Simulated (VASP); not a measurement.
A run of VASP 6.6.1 is set up as follows.

The input INCAR:

```
PREC = Accurate ; ENCUT = 520
EDIFF = 1E-8 ; ISMEAR = -1
SIGMA = 0.03 ; LREAL = False
LASPH = True ; NELM = 80
ALGO = Normal ; ISIF = 2
LWAVE = False ; LCHARG = False
GGA = PE ; LEFG = True
NBANDS = 11
```

KPOINTS

```
regular mesh
0
Gamma
  13 13 13
```

The input POSCAR:

```
BN
1.0
    0.0000000000      1.8014548043      1.8014548043
    1.8014548043      0.0000000000      1.8014548043
    1.8014548043      1.8014548043      0.0000000000
B N
1 1
Direct
    0.0000000000      0.0000000000      0.0000000000
    0.7500000000      0.7500000000      0.7500000000
```

Potentials or basis: VASP PAW PBE potentials, release 64 (B, N).

The run is started by

```sh
$ cat potpaw_PBE.64/B/POTCAR potpaw_PBE.64/N/POTCAR > POTCAR
$ mpirun -np 1 vasp_std > vasp.out
```

Problem. What does it give for the pressure?

Solution. 7.2 GPa.

Problem. Estimate the band gap on the k mesh.

Solution. 4.55 eV, indirect (least direct gap 8.87 eV).

Caveat: without QUAD_EFG the Cq values of the log hold for a quadrupole moment of 1 mb, not for the nuclei. A k mesh can miss the band edges.
